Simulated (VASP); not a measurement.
# Y (P6_3/mmc) in VASP: relaxation of volume and atoms at fixed shape with PBE

Aim: the relaxation of volume and atoms at fixed shape of Y with PBE.

All numbers are computed with VASP 6.6.1; they aren't measurements. Logs are shortened: lines on timing, memory, paths and dates and some standing lists are left out, and cuts for length are marked.

## (1) The cell of the first run

Symmetry: P6_3/mmc, No. 194, hexagonal system. Conventional cell: a = 3.647 Å, b = 3.647 Å, c = 5.731 Å, α = 90.00°, β = 90.00°, γ = 120.00°. Y (site symmetry -6m2) has 12 Y at 3.56 to 3.65 Å within 4.7 Å.

## (2) Relaxation of volume and atoms at fixed shape, PBE

Contents of INCAR:

```
PREC = Accurate ; ENCUT = 600
EDIFF = 1E-6 ; ISMEAR = 1
SIGMA = 0.1 ; LREAL = False
LASPH = True ; NELM = 80
ALGO = Normal ; ISIF = 8
LWAVE = False ; LCHARG = False
GGA = PE ; IBRION = 2
NSW = 80 ; EDIFFG = -0.02
```

Contents of KPOINTS:

```
regular mesh
0
Gamma
  13 13 7
```

Contents of POSCAR:

```
Y
1.0
    3.6474000000      0.0000000000      0.0000000000
   -1.8237000000      3.1587410000      0.0000000000
    0.0000000000      0.0000000000      5.7306000000
Y
2
Direct
    0.3333333333      0.6666666667      0.2500000000
    0.6666666667      0.3333333333      0.7500000000
```

Potentials or basis: VASP PAW PBE potentials, release 64 (Y_sv).

Command:

```sh
> cat potpaw_PBE.64/Y_sv/POTCAR > POTCAR
> mpirun -np 1 vasp_std > vasp.out
```

OUTCAR:

```text
PREC = Accurate
   ENCUT = 600
   EDIFF = 1E-6
   ISMEAR = 1
   LREAL = False
   LASPH = True
   NELM = 80
   ISIF = 8
   GGA = PE
   IBRION = 2
   NSW = 80
   EDIFFG = -0.02

 ion  position               nearest neighbor table
   1  0.333  0.667  0.250-   2 3.56   2 3.56   2 3.56   2 3.56   2 3.56   2 3.56
   2  0.667  0.333  0.750-   1 3.56   1 3.56   1 3.56   1 3.56   1 3.56   1 3.56

  LATTYP: Found a hexagonal cell.
 ALAT       =     3.6474000000
 C/A-ratio  =     1.5711465702

  Lattice vectors:

 A1 = (   3.6474000000,   0.0000000000,   0.0000000000)
 A2 = (  -1.8237000000,   3.1587410000,   0.0000000000)
 A3 = (   0.0000000000,   0.0000000000,   5.7306000000)

Analysis of symmetry for initial positions (statically):
=====================================================================
 Subroutine PRICEL returns:
 Original cell was already a primitive cell.

 Routine SETGRP: Setting up the symmetry group for a
 hexagonal supercell.

 Subroutine GETGRP returns: Found 24 space group operations
 (whereof 12 operations were pure point group operations)
 out of a pool of 24 trial point group operations.

The static configuration has the point symmetry D_3d.
 The point group associated with its full space group is D_6h.

Analysis of symmetry for dynamics (positions and initial velocities):
=====================================================================
 Subroutine PRICEL returns:
 Original cell was already a primitive cell.

 Routine SETGRP: Setting up the symmetry group for a
 hexagonal supercell.

 Subroutine GETGRP returns: Found 24 space group operations
 (whereof 12 operations were pure point group operations)
 out of a pool of 24 trial point group operations.

The dynamic configuration has the point symmetry D_3d.
 The point group associated with its full space group is D_6h.

 Subroutine INISYM returns: Found 24 space group operations
 (whereof 12 operations are pure point group operations),
 and found     1 'primitive' translations

----------------------------------------------------------------------------------------

                                     Primitive cell

  volume of cell :      66.0233

  direct lattice vectors                    reciprocal lattice vectors
     3.647400000  0.000000000  0.000000000     0.274167900  0.158290914  0.000000000
    -1.823700000  3.158741000  0.000000000     0.000000000  0.316581828  0.000000000
     0.000000000  0.000000000  5.730600000     0.000000000  0.000000000  0.174501797

  length of vectors
     3.647400000  3.647399950  5.730600000     0.316581824  0.316581828  0.174501797

  position of ions in fractional coordinates (direct lattice)
     0.333333333  0.666666667  0.250000000
     0.666666667  0.333333333  0.750000000

  ion indices of the primitive-cell ions
   primitive index   ion index
                 1           1
                 2           2

----------------------------------------------------------------------------------------

 KPOINTS: regular mesh

Automatic generation of k-mesh.
 Grid dimensions read from file:
 generate k-points for:   13   13    7

 Generating k-lattice:

  Cartesian coordinates                     Fractional coordinates (reciprocal lattice)
     0.021089838  0.012176224  0.000000000     0.076923077 -0.000000000  0.000000000
     0.000000000  0.024352448  0.000000000     0.000000000  0.076923077  0.000000000
     0.000000000  0.000000000  0.024928828     0.000000000  0.000000000  0.142857143

  Length of vectors
     0.024352448  0.024352448  0.024928828

  Shift w.r.t. Gamma in fractional coordinates (k-lattice)
     0.000000000  0.000000000  0.000000000
[... 63 lines left out ...]
   NUPDOWN=      -1.0000    fix difference up-down
   EMIN   =  10.00;   EMAX   =-10.00  energy-range for DOS
   EFERMI =   0.00;   METHOD = LEGACY
   ISMEAR =     1;   SIGMA  =   0.10  broadening in eV -4-tet -1-fermi 0-gaus
   EFERMI_NEDOS =   21; number of points for ismear=-14 and -15
   IALGO  =     38    algorithm
   IMIX   =      4    mixing-type and parameters
     AMIX     =   0.40;   BMIX     =  1.00
     AMIX_MAG =   1.60;   BMIX_MAG =  1.00
  volume/ion in A,a.u.               =      33.01       222.77
  Fermi-wavevector in a.u.,A,eV,Ry     =   1.134967  2.144777 17.526345  1.288150
  Thomas-Fermi vector in A             =   2.271671
   LORBIT       =      0    0 simple, 1 ext, 2 COOP (PROOUT), +10 PAW based schemes
   GGA     = PE    functional components
   LHFCALC =     F    Hartree Fock is set to
   AEXX    =    0.0000 exact exchange contribution
   IVDW    =     0    specifies the selected vdW correction
   LEPSILON=     F    determine dielectric tensor
   LRPA    =     F    only Hartree local field effects (RPA)
 conjugate gradient relaxation of ions
 non-spin polarized calculation
 Methfessel and Paxton  Order N= 1 SIGMA  =   0.10
  energy-cutoff  :      600.00
  volume of cell :       66.02
 maximum number of plane-waves:      2237
 NGX is ok and might be reduce to    30
   NGX = 15   NGY = 15   NGZ = 23

--------------------------------------- Ionic step        1  -------------------------------------------

 number of electron      22.0000002 magnetization

 Free energy of the ion-electron system (eV)
  ---------------------------------------------------
  ext. energy  EPLUGINS =         0.00000000
  ---------------------------------------------------
  free energy    TOTEN  =       -12.86121541 eV

  energy without entropy =      -12.85837240  energy(sigma->0) =      -12.86026774

------------------------ aborting loop because EDIFF is reached ----------------------------------------

  FORCE on cell =-STRESS in cart. coord.  units (eV):
  Direction    XX          YY          ZZ          XY          YZ          ZX
  --------------------------------------------------------------------------------------
  -------------------------------------------------------------------------------------
  Total       -0.0033945     -0.0033945     -0.3073446      0.0000000     -0.0000000      0.0000000
  in kB       -0.0823749     -0.0823749     -7.4582806      0.0000000     -0.0000000      0.0000000
  external PRESSURE =      -2.5410102 kB  Pullay stress =       0.0000000 kB

 VOLUME and BASIS-vectors are now :
 -----------------------------------------------------------------------------
  energy-cutoff  :      600.00
  volume of cell :       66.02
      direct lattice vectors                 reciprocal lattice vectors
     3.647400000  0.000000000  0.000000000     0.274167900  0.158290914  0.000000000
    -1.823700000  3.158741000  0.000000000     0.000000000  0.316581828  0.000000000
     0.000000000  0.000000000  5.730600000     0.000000000  0.000000000  0.174501797

 POSITION                                       TOTAL-FORCE (eV/Angst)
 -----------------------------------------------------------------------------------
     -0.00000      2.10583      1.43265        -0.000000     -0.000000      0.000000
      1.82370      1.05291      4.29795         0.000000      0.000000      0.000000
 -----------------------------------------------------------------------------------
    total drift:                               -0.000000      0.000000     -0.000000

  FREE ENERGIE OF THE ION-ELECTRON SYSTEM (eV)
  ---------------------------------------------------
  free  energy   TOTEN  =       -12.8612154110 eV

  energy  without entropy=      -12.8583723971  energy(sigma->0) =      -12.86026774

--------------------------------------- Ionic step        2  -------------------------------------------

 number of electron      22.0000002 magnetization

 Free energy of the ion-electron system (eV)
  ---------------------------------------------------
  ext. energy  EPLUGINS =         0.00000000
  ---------------------------------------------------
  free energy    TOTEN  =       -12.86152577 eV

  energy without entropy =      -12.85866998  energy(sigma->0) =      -12.86057384

 E-fermi :   3.0156     XC(G=0):  -9.4373

 val. band max:        3.0086117165   @ k =   0.4615   0.0769   0.4286
 cond. band min:       3.0166869329   @ k =   0.3077   0.1538   0.4286
 fundamental gap:      0.0080752165
 Fermi energy:         3.0155663154

 k-point     1 :       0.0000    0.0000    0.0000
  band No.  band energies     occupation
      1     -39.6728      2.00000
      2     -39.5993      2.00000
      3     -19.9479      2.00000
      4     -19.4712      2.00000
      5     -19.4712      2.00000
      6     -19.3821      2.00000
      7     -19.3821      2.00000
      8     -19.3491      2.00000
      9      -1.6802      2.00000
     10       1.1473      2.00000
     11       3.8968     -0.00000
     12       4.7655     -0.00000
     13       4.7655     -0.00000
     14       5.0554      0.00000
[... 401 lines left out ...]
      2     -39.5987      2.00000
      3     -19.8850      2.00000
      4     -19.5452      2.00000
      5     -19.4932      2.00000
      6     -19.4856      2.00000
      7     -19.3984      2.00000
      8     -19.3814      2.00000
      9      -1.0637      2.00000
     10       1.4964      2.00000
     11       3.3054     -0.00033
     12       3.9747     -0.00000
     13       4.8884     -0.00000
     14       5.0058     -0.00000
     15       5.0423      0.00000

 [... further k-points ...]

------------------------ aborting loop because EDIFF is reached ----------------------------------------

  FORCE on cell =-STRESS in cart. coord.  units (eV):
  Direction    XX          YY          ZZ          XY          YZ          ZX
  --------------------------------------------------------------------------------------
  -------------------------------------------------------------------------------------
  Total        0.1178267      0.1178267     -0.1830684      0.0000000     -0.0000000      0.0000000
  in kB        2.8810574      2.8810573     -4.4763241      0.0000000     -0.0000000      0.0000000
  external PRESSURE =       0.4285969 kB  Pullay stress =       0.0000000 kB

 VOLUME and BASIS-vectors are now :
 -----------------------------------------------------------------------------
  energy-cutoff  :      600.00
  volume of cell :       65.52
      direct lattice vectors                 reciprocal lattice vectors
     3.638187491  0.000000000  0.000000000     0.274862140  0.158691733  0.000000000
    -1.819093746  3.150762733  0.000000000     0.000000000  0.317383467  0.000000000
     0.000000000  0.000000000  5.716125798     0.000000000  0.000000000  0.174943666

 POSITION                                       TOTAL-FORCE (eV/Angst)
 -----------------------------------------------------------------------------------
     -0.00000      2.10051      1.42903         0.000000      0.000000      0.000000
      1.81909      1.05025      4.28709        -0.000000     -0.000000      0.000000
 -----------------------------------------------------------------------------------
    total drift:                               -0.000000      0.000000     -0.000000

  FREE ENERGIE OF THE ION-ELECTRON SYSTEM (eV)
  ---------------------------------------------------
  free  energy   TOTEN  =       -12.8615257671 eV

  energy  without entropy=      -12.8586699789  energy(sigma->0) =      -12.86057384

 reached required accuracy - stopping structural energy minimisation
```

It took 93 s on 1 thread of Intel Xeon Platinum 8559C (Emerald Rapids), shared host; peak memory 0.27 GiB.

What came out:

```yaml
Free_energy: -12.8615 eV
Relaxed_volume: 32.76 Å³/atom
Relaxed_cell: a = 3.638 Å, b = 3.638 Å, c = 5.716 Å, α = 90.00°, β = 90.00°, γ = 120.00°
Space_group_after_relaxing_to_0.1_Å: P6_3/mmc (No. 194)
Energy_gained_by_relaxing: 0.2 meV/atom
Ionic_steps: 2
Pressure_after_relaxing: 0.0 GPa
Band_gap_on_the_k_mesh: zero (bands 11 and 12 overlap by 1.34 eV)
```

Step by step:
```tsv
step	energy change (eV)	largest force (eV/Å)	pressure (GPa)	volume (Å³)
1	0.0000	0.0000	-0.25	66.02
2	-0.0003	0.0000	0.04	65.52
```

Final structure:
```xyz
2
Lattice="3.6382 0.0000 0.0000 -1.8191 3.1508 0.0000 0.0000 0.0000 5.7161" Properties=species:S:1:pos:R:3 pbc="T T T"
Y     0.0000    2.1005    1.4290
Y     1.8191    1.0503    4.2871
```
